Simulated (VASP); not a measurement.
A run of VASP 6.6.1 is set up as follows.

INCAR

```
SYSTEM = TiSn
PREC = Accurate ; ENCUT = 520
EDIFF = 1E-7 ; ISMEAR = -1
SIGMA = 0.05 ; LREAL = .False.
LASPH = .True. ; NELM = 80
ALGO = Fast ; ISIF = 2
LWAVE = .False. ; LCHARG = .False.
GGA = PE ; NBANDS = 20
```

KPOINTS

```
Automatic mesh
0
Gamma
  8 8 8
  0 0 0
```

The input POSCAR:

```
TiSn
1.0
    0.0000000000      2.8005500000      2.8005500000
    2.8005500000      0.0000000000      2.8005500000
    2.8005500000      2.8005500000      0.0000000000
Ti Sn
1 1
Direct
    0.0000000000      0.0000000000      0.0000000000
    0.5000000000      0.5000000000      0.5000000000
```

Potentials or basis: VASP PAW PBE potentials, release 64 (Ti_sv, Sn_d).

Run with:

```console
$ cat potpaw_PBE.64/Ti_sv/POTCAR potpaw_PBE.64/Sn_d/POTCAR > POTCAR
$ mpirun -np 1 vasp_std > vasp.out
```

(1) What does it give for the pressure?

(2) What does it give for the band gap on the k mesh?

Results:

(1) 0.0 GPa.

(2) zero (band 13 reaches 8.37 eV, above the bottom of band 14 at 8.03 eV).

Caveat: spin-orbit coupling is left out, which moves the levels of the heavy elements.
